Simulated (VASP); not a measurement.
Input of a VASP 6.6.1 run:

File INCAR:

```
ALGO = Normal
EDIFF = 1E-7
EDIFFG = -0.01
ENCUT = 600
GGA = PE
IBRION = 2
ISIF = 3
ISMEAR = 0
LASPH = T
LCHARG = F
LREAL = F
LWAVE = F
NELM = 100
NSW = 100
PREC = Accurate
SIGMA = 0.02
```

File KPOINTS:

```
k-points
0
Gamma
  4 4 6
```

POSCAR

```
MgS
1.0
    6.9682964256      0.0000000000      0.0000000000
    0.0000000000      6.9682964256      0.0000000000
    0.0000000000      0.0000000000      3.6924760682
Mg S
4 4
Direct
    0.6644464098      0.6644464098      0.5000000000
    0.1644464098      0.8355535902      0.2500000000
    0.3355535902      0.3355535902      0.0000000000
    0.8355535902      0.1644464098      0.7500000000
    0.8314915043      0.8314915043      0.0000000000
    0.3314915043      0.6685084957      0.7500000000
    0.1685084957      0.1685084957      0.5000000000
    0.6685084957      0.3314915043      0.2500000000
```

Potentials or basis: VASP PAW PBE potentials, release 64 (Mg, S).

Launch:

```console
$ cat potpaw_PBE.64/Mg/POTCAR potpaw_PBE.64/S/POTCAR > POTCAR
$ mpirun -np 1 vasp_std > vasp.out
```

Q: What does it give for the relaxed volume?

A: 22.35 Å³/atom.

Q: Estimate the band gap on the k mesh.

A: 2.85 eV, direct.

Final structure:
```cif
data_structure
_symmetry_space_group_name_H-M 'P 1'
_symmetry_Int_Tables_number 1
_cell_length_a 6.9604
_cell_length_b 6.9604
_cell_length_c 3.6908
_cell_angle_alpha 90.000
_cell_angle_beta 90.000
_cell_angle_gamma 90.000
_cell_volume 178.81
loop_
_atom_site_label
_atom_site_type_symbol
_atom_site_fract_x
_atom_site_fract_y
_atom_site_fract_z
_atom_site_occupancy
Mg1 Mg 0.66419 0.66419 0.50000 1
Mg2 Mg 0.16419 0.83581 0.25000 1
Mg3 Mg 0.33581 0.33581 0.00000 1
Mg4 Mg 0.83581 0.16419 0.75000 1
S1 S 0.83169 0.83169 0.00000 1
S2 S 0.33169 0.66831 0.75000 1
S3 S 0.16831 0.16831 0.50000 1
S4 S 0.66831 0.33169 0.25000 1
```

PBE gaps usually lie below the measured ones, often by a third to a half.
